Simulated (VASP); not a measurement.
Write the native input for VASP 6.6.1 that does the following.

- Task: single point
- Functional: r2SCAN
- Potentials or basis: VASP PAW PBE potentials, release 64 (Sn_d, Te)
- Cutoff: 520 eV
- k mesh: 6 × 6 × 6
- Occupations: fermi-dirac, width 0.05 eV
- Spin: no spin polarisation
- Dipole correction: no
- Further INCAR settings: ALGO = Normal; EDIFF = 1e-06; NBANDS = 17

SnTe:

```xyz
2
Lattice="0.0000 3.6111 3.6111 3.6111 0.0000 3.6111 3.6111 3.6111 0.0000" Properties=species:S:1:pos:R:3 pbc="T T T"
Sn    0.0000    0.0000    0.0000
Te    5.4167    5.4167    5.4167
```

These files were run (other wordings do the same):

POSCAR

```
SnTe
1.0
    0.0000000000      3.6111460000      3.6111460000
    3.6111460000      0.0000000000      3.6111460000
    3.6111460000      3.6111460000      0.0000000000
Sn Te
1 1
Direct
    0.0000000000      0.0000000000      0.0000000000
    0.7500000000      0.7500000000      0.7500000000
```

INCAR.step1

```
PREC = Accurate
ENCUT = 520
ISMEAR = -1
SIGMA = 0.05
LREAL = False
LASPH = True
NELM = 80
NBANDS = 17
GGA = PE
ALGO = Normal
EDIFF = 1E-4
LWAVE = True
LCHARG = False
```

INCAR.step2

```
PREC = Accurate
ENCUT = 520
EDIFF = 1E-6
ISMEAR = -1
SIGMA = 0.05
LREAL = False
LASPH = True
NELM = 80
ALGO = Normal
ISIF = 2
LWAVE = False
LCHARG = False
METAGGA = R2SCAN
LMIXTAU = True
NBANDS = 17
ISTART = 1
```

KPOINTS

```
Automatic mesh
0
Gamma
  6 6 6
```

Potentials or basis: VASP PAW PBE potentials, release 64 (Sn_d, Te).

Launch:

```bash
$ cat potpaw_PBE.64/Sn_d/POTCAR potpaw_PBE.64/Te/POTCAR > POTCAR
$ cp INCAR.step1 INCAR
$ mpirun -np 1 vasp_std > vasp.out
$ cp INCAR.step2 INCAR
$ mpirun -np 1 vasp_std > vasp.out
```

It gave:

* Pressure: -0.6 GPa
* Band gap on the k mesh: 0.35 eV (least direct gap 0.89 eV)

Caveat: semilocal functionals underestimate gaps, and a narrow one can read as zero; the PAW data sets were made with another functional, which shifts forces and pressure a little; spin-orbit coupling is left out, which moves the levels of the heavy elements.

Wall time 2.8 min on 1 thread of Intel Xeon 8259CL (shared host), peak memory 0.27 GiB.
